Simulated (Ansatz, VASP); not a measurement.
## TiRh in VASP and in Ansatz

```xyz
2
Lattice="3.0446 0.0000 0.0000 0.0000 3.0446 0.0000 0.0000 0.0000 3.0446" Properties=species:S:1:pos:R:3 pbc="T T T"
Ti    1.5223    1.5223    1.5223
Rh    0.0000    0.0000    0.0000
```

Alike in both runs: task single point; functional LDA; k mesh 13 × 13 × 13; occupations fermi-dirac, width 0.05 eV; no spin polarisation.

|  | VASP | Ansatz |
| --- | --- | --- |
| version | VASP 6.6.1 | Ansatz 0.2.0 |
| potentials or method | VASP PAW LDA potentials, release 64 (Ti_sv, Rh_pv), cutoff 520 eV | all-electron LAPW, scalar-relativistic |

VASP gave:

| Property | Result |
| --- | --- |
| pressure (GPa) | 0.4 |

**Question.** What did Ansatz give for the same quantities?

**Answer.** Pressure (GPa): 0.0.

LDA's correlation is that of Perdew and Zunger in VASP and of Perdew and Wang (1992) in Ansatz. Ansatz ran all-electron here, and VASP with PAW potentials.
